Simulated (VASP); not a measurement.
# Zr3H (Pm-3m) in VASP: further runs, part 2 of 2

VASP 6.6.1. Earlier steps stand in the parts before.

## (5) Single point, PBE

This run uses another cell than the first one: it holds 8 atoms, not 4.

File INCAR:

```
SYSTEM = Zr3H
ALGO = Fast
EDIFF = 1E-6
ENCUT = 520
GGA = PE
ISIF = 2
ISMEAR = 0
LASPH = .True.
LCHARG = .True.
LELF = .True.
LREAL = .False.
LVHAR = .True.
LWAVE = .False.
NBANDS = 47
NELM = 60
PREC = Accurate
SIGMA = 0.1
```

File KPOINTS:

```
k-points
0
Gamma
  6 6 4
  0 0 0
```

File POSCAR:

```
Zr3H
1.0
    0.0000000000      4.2423770059      0.0000000000
    0.0000000000      0.0000000000      4.2423770059
    8.4847540118      0.0000000000      0.0000000000
Zr H
6 2
Direct
    0.5000000000      0.5000000000      0.0000000000
    0.5000000000      0.5000000000      0.5000000000
    0.0000000000      0.5000000000      0.2500000000
    0.0000000000      0.5000000000      0.7500000000
    0.5000000000      0.0000000000      0.2500000000
    0.5000000000      0.0000000000      0.7500000000
    0.0000000000      0.0000000000      0.5000000000
    0.0000000000      0.0000000000      0.0000000000
```

Potentials or basis: VASP PAW PBE potentials, release 64 (Zr_sv, H).

On the command line:

```sh
cat potpaw_PBE.64/Zr_sv/POTCAR potpaw_PBE.64/H/POTCAR > POTCAR
mpirun -np 1 vasp_std > vasp.out
```

OUTCAR:

```text
SYSTEM = Zr3H
   EDIFF = 1E-6
   ENCUT = 520
   GGA = PE
   ISIF = 2
   ISMEAR = 0
   LASPH = .True.
   LREAL = .False.
   NELM = 60
   PREC = Accurate

 ion  position               nearest neighbor table
   1  0.500  0.500  0.000-   3 3.00   4 3.00   5 3.00   6 3.00   5 3.00   6 3.00   3 3.00   4 3.00

   2  0.500  0.500  0.500-   3 3.00   4 3.00   5 3.00   6 3.00   5 3.00   6 3.00   3 3.00   4 3.00

   3  0.000  0.500  0.250-   1 3.00   2 3.00   5 3.00   5 3.00   1 3.00   2 3.00   5 3.00   5 3.00

   4  0.000  0.500  0.750-   1 3.00   2 3.00   6 3.00   6 3.00   1 3.00   2 3.00   6 3.00   6 3.00

   5  0.500  0.000  0.250-   1 3.00   2 3.00   3 3.00   1 3.00   2 3.00   3 3.00   3 3.00   3 3.00

   6  0.500  0.000  0.750-   1 3.00   2 3.00   4 3.00   1 3.00   2 3.00   4 3.00   4 3.00   4 3.00

   7  0.000  0.000  0.500-
   8  0.000  0.000  0.000-

  LATTYP: Found a simple tetragonal cell.
 ALAT       =     4.2423770059
 C/A-ratio  =     2.0000000000

  Lattice vectors:

 A1 = (   0.0000000000,   4.2423770059,   0.0000000000)
 A2 = (   0.0000000000,   0.0000000000,   4.2423770059)
 A3 = (   8.4847540118,   0.0000000000,   0.0000000000)

Analysis of symmetry for initial positions (statically):
=====================================================================
 Subroutine PRICEL returns following result:

  LATTYP: Found a simple cubic cell.
 ALAT       =     4.2423770059

  Lattice vectors:

 A1 = (   0.0000000000,   4.2423770059,   0.0000000000)
 A2 = (   0.0000000000,   0.0000000000,   4.2423770059)
 A3 = (   4.2423770059,   0.0000000000,   0.0000000000)

   2 primitive cells build up your supercell.

 Routine SETGRP: Setting up the symmetry group for a
 simple tetragonal supercell.

 Subroutine GETGRP returns: Found 16 space group operations
 (whereof 16 operations were pure point group operations)
 out of a pool of 16 trial point group operations.

The static configuration has the point symmetry D_4h.

Analysis of symmetry for dynamics (positions and initial velocities):
=====================================================================
 Subroutine PRICEL returns following result:

  LATTYP: Found a simple cubic cell.
 ALAT       =     4.2423770059

  Lattice vectors:

 A1 = (   0.0000000000,   4.2423770059,   0.0000000000)
 A2 = (   0.0000000000,   0.0000000000,   4.2423770059)
 A3 = (   4.2423770059,   0.0000000000,   0.0000000000)

   2 primitive cells build up your supercell.

 Routine SETGRP: Setting up the symmetry group for a
 simple tetragonal supercell.

 Subroutine GETGRP returns: Found 16 space group operations
 (whereof 16 operations were pure point group operations)
 out of a pool of 16 trial point group operations.

The dynamic configuration has the point symmetry D_4h.

 Subroutine INISYM returns: Found 16 space group operations
 (whereof 16 operations are pure point group operations),
 and found     2 'primitive' translations

----------------------------------------------------------------------------------------

[... 52 lines left out ...]
            Coordinates               Weight
  0.000000  0.000000  0.000000      1.000000
  0.166667  0.000000  0.000000      4.000000
  0.333333  0.000000  0.000000      4.000000
  0.500000  0.000000  0.000000      2.000000
  0.166667  0.166667  0.000000      4.000000
  0.333333  0.166667  0.000000      8.000000
[... 16 lines left out ...]
  0.333333  0.000000  0.500000      4.000000
  0.500000  0.000000  0.500000      2.000000
 [... further k-points ...]
   k-points           NKPTS =     30   k-points in BZ     NKDIM =     30   number of bands    NBANDS=     47
   number of dos      NEDOS =    301   number of ions     NIONS =      8
   total plane-waves  NPLWV =  65536
   dimension x,y,z NGX =    32 NGY =   32 NGZ =   64
   dimension x,y,z NGXF=    64 NGYF=   64 NGZF=  128
   ions per type =               6   2
   NGX,Y,Z   is equivalent  to a cutoff of  12.54, 12.54, 12.54 a.u.
   NGXF,Y,Z  is equivalent  to a cutoff of  25.08, 25.08, 25.08 a.u.
 SYSTEM =  Zr3H
   PREC   = accura    normal or accurate (medium, high low for compatibility)
   ISTART =      0    job   : 0-new  1-cont  2-samecut
   ICHARG =      2    charge: 1-file 2-atom 10-const
   ISPIN  =      1    spin polarized calculation?
   LNONCOLLINEAR =      F non collinear calculations
   LSORBIT =      F    spin-orbit coupling
   LASPH  =      T    aspherical Exc in radial PAW
   ENCUT  =  520.0 eV  38.22 Ry    6.18 a.u.   7.89  7.89 15.78*2*pi/ulx,y,z
   NELM   =     60;   NELMIN=  2; NELMDL= -5     # of ELM steps
   EDIFF  = 0.1E-05   stopping-criterion for ELM
   LREAL  =      F    real-space projection
   EDIFFG = 0.1E-04   stopping-criterion for IOM
   NSW    =      0    number of steps for IOM
   IBRION =     -1    ionic relax: 0-MD 1-quasi-New 2-CG
   NFREE  =      0    steps in history (QN), initial steepest desc. (CG)
   ISIF   =      2    stress and relaxation
   ISYM   =      2    0-nonsym 1-usesym 2-fastsym
   POTIM  = 0.5000    time-step for ionic-motion
   TEBEG  =    0.0;   TEEND  =   0.0 temperature during run
   PSTRESS=    0.0 pullay stress
   NELECT =      74.0000    total number of electrons
   NUPDOWN=      -1.0000    fix difference up-down
   EMIN   =  10.00;   EMAX   =-10.00  energy-range for DOS
   EFERMI =   0.00;   METHOD = LEGACY
   ISMEAR =     0;   SIGMA  =   0.10  broadening in eV -4-tet -1-fermi 0-gaus
   EFERMI_NEDOS =   21; number of points for ismear=-14 and -15
   IALGO  =     68    algorithm
   IMIX   =      4    mixing-type and parameters
     AMIX     =   0.40;   BMIX     =  1.00
     AMIX_MAG =   1.60;   BMIX_MAG =  1.00
  volume/ion in A,a.u.               =      19.09       128.81
  Fermi-wavevector in a.u.,A,eV,Ry     =   1.285877  2.429955 22.496962  1.653480
  Thomas-Fermi vector in A             =   2.417985
   LORBIT       =      0    0 simple, 1 ext, 2 COOP (PROOUT), +10 PAW based schemes
   GGA     = PE    functional components
   LHFCALC =     F    Hartree Fock is set to
   AEXX    =    0.0000 exact exchange contribution
   IVDW    =     0    specifies the selected vdW correction
   LEPSILON=     F    determine dielectric tensor
   LRPA    =     F    only Hartree local field effects (RPA)
 non-spin polarized calculation
 RMM-DIIS sequential band-by-band and
 Gauss-broadening in eV      SIGMA  =   0.10
  energy-cutoff  :      520.00
  volume of cell :      152.71
 maximum number of plane-waves:      4143
 NGX is ok and might be reduce to    32

 number of electron      73.9999997 magnetization

 Free energy of the ion-electron system (eV)
  ---------------------------------------------------
  ext. energy  EPLUGINS =         0.00000000
  ---------------------------------------------------
  free energy    TOTEN  =       -52.47559731 eV

  energy without entropy =      -52.42897160  energy(sigma->0) =      -52.45228446

 E-fermi :   8.0307     XC(G=0): -10.7730

 val. band max:        8.0048483336   @ k =   0.3333   0.0000   0.2500
 cond. band min:       8.0365860038   @ k =   0.5000   0.0000   0.5000
 fundamental gap:      0.0317376702
 Fermi energy:         8.0307275570

 k-point     1 :       0.0000    0.0000    0.0000
  band No.  band energies     occupation
      1     -40.6094      2.00000
      2     -40.5148      2.00000
      3     -40.3976      2.00000
      4     -40.3126      2.00000
      5     -40.3115      2.00000
      6     -40.3013      2.00000
[... 1189 lines left out ...]
     46       9.7448      0.00000
     47      10.2030      0.00000

 [... further k-points ...]

------------------------ aborting loop because EDIFF is reached ----------------------------------------

  FORCE on cell =-STRESS in cart. coord.  units (eV):
  Direction    XX          YY          ZZ          XY          YZ          ZX
  --------------------------------------------------------------------------------------
  -------------------------------------------------------------------------------------
  Total        0.0009890      0.0022776      0.0022776      0.0000000      0.0000000      0.0000000
  in kB        0.0103762      0.0238959      0.0238959      0.0000000      0.0000000      0.0000000
  external PRESSURE =       0.0193894 kB  Pullay stress =       0.0000000 kB

 VOLUME and BASIS-vectors are now :
 -----------------------------------------------------------------------------
  energy-cutoff  :      520.00
  volume of cell :      152.71
      direct lattice vectors                 reciprocal lattice vectors
     0.000000000  4.242377006  0.000000000     0.000000000  0.235716910  0.000000000
     0.000000000  0.000000000  4.242377006     0.000000000  0.000000000  0.235716910
     8.484754012  0.000000000  0.000000000     0.117858455  0.000000000  0.000000000

 POSITION                                       TOTAL-FORCE (eV/Angst)
 -----------------------------------------------------------------------------------
      0.00000      2.12119      2.12119        -0.000000     -0.000000     -0.000000
      4.24238      2.12119      2.12119        -0.000000     -0.000000     -0.000000
      2.12119      0.00000      2.12119         0.000000     -0.000000     -0.000000
      6.36357      0.00000      2.12119        -0.000000     -0.000000     -0.000000
      2.12119      2.12119      0.00000         0.000000      0.000000      0.000000
      6.36357      2.12119      0.00000        -0.000000      0.000000      0.000000
      4.24238      0.00000      0.00000        -0.000000     -0.000000     -0.000000
      0.00000      0.00000      0.00000        -0.000000     -0.000000     -0.000000
 -----------------------------------------------------------------------------------
    total drift:                               -0.000000      0.000000     -0.000000

  FREE ENERGIE OF THE ION-ELECTRON SYSTEM (eV)
  ---------------------------------------------------
  free  energy   TOTEN  =       -52.4755973145 eV

  energy  without entropy=      -52.4289716000  energy(sigma->0) =      -52.45228446
```

Run time: 9.5 min. Hardware: 1 thread of Oxide Virtual Turin-like, shared host; peak memory 0.29 GiB.

What came out:

| Item | Value |
| --- | --- |
| Free energy | -52.4756 eV |
| Pressure | 0.0 GPa |
| Band gap on the k mesh | zero (bands 37 and 38 overlap by 1.86 eV) |

## (6) Relaxation of cell and atoms, PBE

File INCAR:

```
SYSTEM = Zr3H
PREC = Accurate
ENCUT = 600
EDIFF = 1E-7
ISMEAR = 0
SIGMA = 0.1
LREAL = .False.
LASPH = .True.
NELM = 100
ALGO = Fast
ISIF = 3
LWAVE = .False.
LCHARG = .False.
GGA = PE
IBRION = 2
NSW = 100
EDIFFG = -0.01
```

File KPOINTS:

```
regular mesh
0
Gamma
  12 12 12
  0 0 0
```

File POSCAR:

```
Zr3H
1.0
    4.2480626009      0.0000000000      0.0000000000
    0.0000000000      4.2480626009      0.0000000000
    0.0000000000      0.0000000000      4.2480626009
Zr H
3 1
Direct
    0.0000000000      0.5000000000      0.5000000000
    0.5000000000      0.0000000000      0.5000000000
    0.5000000000      0.5000000000      0.0000000000
    0.0000000000      0.0000000000      0.0000000000
```

Potentials or basis: VASP PAW PBE potentials, release 64 (Zr_sv, H).

On the command line:

```sh
cat potpaw_PBE.64/Zr_sv/POTCAR potpaw_PBE.64/H/POTCAR > POTCAR
mpirun -np 1 vasp_std > vasp.out
```

OUTCAR:

```text
SYSTEM = Zr3H
   PREC = Accurate
   ENCUT = 600
   EDIFF = 1E-7
   ISMEAR = 0
   LREAL = .False.
   LASPH = .True.
   NELM = 100
   ISIF = 3
   GGA = PE
   IBRION = 2
   NSW = 100
   EDIFFG = -0.01

 ion  position               nearest neighbor table
   1  0.000  0.500  0.500-   2 3.00   3 3.00   3 3.00   2 3.00   2 3.00   3 3.00   3 3.00   2 3.00

   2  0.500  0.000  0.500-   1 3.00   3 3.00   3 3.00   1 3.00   3 3.00   3 3.00   1 3.00   1 3.00
[... 855 lines left out ...]
  Direction    XX          YY          ZZ          XY          YZ          ZX
  --------------------------------------------------------------------------------------
  -------------------------------------------------------------------------------------
  Total        0.0358485      0.0358485      0.0358485     -0.0000000      0.0000000     -0.0000000
  in kB        0.7526464      0.7526464      0.7526464     -0.0000000      0.0000000     -0.0000000
  external PRESSURE =       0.7526464 kB  Pullay stress =       0.0000000 kB

 VOLUME and BASIS-vectors are now :
 -----------------------------------------------------------------------------
  energy-cutoff  :      600.00
  volume of cell :       76.31
      direct lattice vectors                 reciprocal lattice vectors
     4.241606548  0.000000000 -0.000000000     0.235759727  0.000000000  0.000000000
    -0.000000000  4.241606548  0.000000000    -0.000000000  0.235759727  0.000000000
    -0.000000000 -0.000000000  4.241606548     0.000000000 -0.000000000  0.235759727

 POSITION                                       TOTAL-FORCE (eV/Angst)
 -----------------------------------------------------------------------------------
     -0.00000      2.12080      2.12080        -0.000000      0.000000      0.000000
      2.12080     -0.00000      2.12080         0.000000     -0.000000      0.000000
      2.12080      2.12080      0.00000         0.000000      0.000000      0.000000
      0.00000      0.00000      0.00000         0.000000      0.000000      0.000000
 -----------------------------------------------------------------------------------
    total drift:                                0.000000      0.000000      0.000000

  FREE ENERGIE OF THE ION-ELECTRON SYSTEM (eV)
  ---------------------------------------------------
  free  energy   TOTEN  =       -26.2479862948 eV

  energy  without entropy=      -26.2284088116  energy(sigma->0) =      -26.23819755

 reached required accuracy - stopping structural energy minimisation
```

CONTCAR:

```text
Zr3H
   1.00000000000000
     4.2416065478579172    0.0000000000000000   -0.0000000000000000
    -0.0000000000000000    4.2416065478579172    0.0000000000000000
    -0.0000000000000000   -0.0000000000000000    4.2416065478579172
  Zr              H
     3     1
Direct
     0.0000000000000000    0.5000000000000000    0.5000000000000000
     0.5000000000000000    0.0000000000000000    0.5000000000000000
     0.5000000000000000    0.5000000000000000    0.0000000000000000
     0.0000000000000000    0.0000000000000000    0.0000000000000000

  0.00000000E+00  0.00000000E+00  0.00000000E+00
  0.00000000E+00  0.00000000E+00  0.00000000E+00
  0.00000000E+00  0.00000000E+00  0.00000000E+00
  0.00000000E+00  0.00000000E+00  0.00000000E+00
```

It took 16 min on 1 thread of Oxide Virtual Turin-like, shared host; peak memory 0.28 GiB.

What came out:

| Quantity | Value |
| --- | --- |
| Free energy | -26.2480 eV |
| Relaxed volume | 19.08 Å³/atom |
| Relaxed cell | a = 4.242 Å, b = 4.242 Å, c = 4.242 Å, α = 90.00°, β = 90.00°, γ = 90.00° |
| Space group after relaxing (to 0.1 Å) | Pm-3m (No. 221) |
| Energy gained by relaxing | 0.1 meV/atom |
| Ionic steps | 2 |
| Pressure after relaxing | 0.1 GPa |
| Band gap on the k mesh | zero (an odd number of electrons rules out a gap without spin polarisation) |

The path:
```csv
step,energy change (eV),largest force (eV/Å),pressure (GPa),volume (Å³)
1,0.0000,0.0000,-0.26,76.66
2,-0.0002,0.0000,0.08,76.31
```

Final structure:
```cif
data_structure
_symmetry_space_group_name_H-M 'P 1'
_symmetry_Int_Tables_number 1
_cell_length_a 4.2416
_cell_length_b 4.2416
_cell_length_c 4.2416
_cell_angle_alpha 90.000
_cell_angle_beta 90.000
_cell_angle_gamma 90.000
_cell_volume 76.31
loop_
_atom_site_label
_atom_site_type_symbol
_atom_site_fract_x
_atom_site_fract_y
_atom_site_fract_z
_atom_site_occupancy
Zr1 Zr 0.00000 0.50000 0.50000 1
Zr2 Zr 0.50000 0.00000 0.50000 1
Zr3 Zr 0.50000 0.50000 0.00000 1
H1 H 0.00000 0.00000 0.00000 1
```

Levels at points of the mesh, in eV from the Fermi level:
```csv
k point,band 16,band 17,band 18,band 19,band 20,band 21,band 22
"(0.00, 0.00, 0.00)",-1.76,-1.72,-1.72,-1.72,2.38,3.02,3.02
"(0.50, 0.00, 0.00)",-1.25,-0.36,-0.36,0.11,0.95,0.95,1.82
"(0.50, 0.50, 0.00)",-0.88,-0.55,-0.27,-0.22,-0.22,1.08,1.08
"(0.50, 0.50, 0.50)",-2.27,0.82,0.82,0.82,1.91,1.91,1.92
```

## (7) Summary

| task | cell | k mesh | cutoff (eV) | gap on the mesh (eV) | pressure (GPa) | relaxed volume (Å³/atom) |
| --- | --- | --- | --- | --- | --- | --- |
| single point | a = 4.248 Å, 4 atoms, atomic positions A | 4 × 4 × 4 | 520 | none | 0.3 | - |
| relaxation of cell and atoms | relaxed from a = 3.770 Å, 4 atoms, atomic positions A | 4 × 4 × 4 | 600 | none | -0.1 | 19.28 |
| single point | a = 4.242 Å, 4 atoms, atomic positions A | 12 × 12 × 12 | 520 | none | 0.0 | - |
| single point | a = 4.242, b = 4.242, c = 8.485 Å, 8 atoms, atomic positions B | 6 × 6 × 4 | 520 | none | 0.0 | - |
| relaxation of cell and atoms | relaxed from a = 4.248 Å, 4 atoms, atomic positions A | 12 × 12 × 12 | 600 | none | 0.1 | 19.08 |

Alike in all rows: level PBE; potentials or basis VASP PAW PBE potentials, release 64 (Zr_sv, H); no spin polarisation; smearing gaussian 0.1 eV.

Caveats: some runs use coarse meshes; the volume moved by over 15 % at a fixed basis, so the end points are rough (at least some runs).

Total energies depend on the potentials used, so only differences within one code and one set of settings carry meaning.

The gap in the log of VASP goes by the Fermi energy; the results here count the filled bands.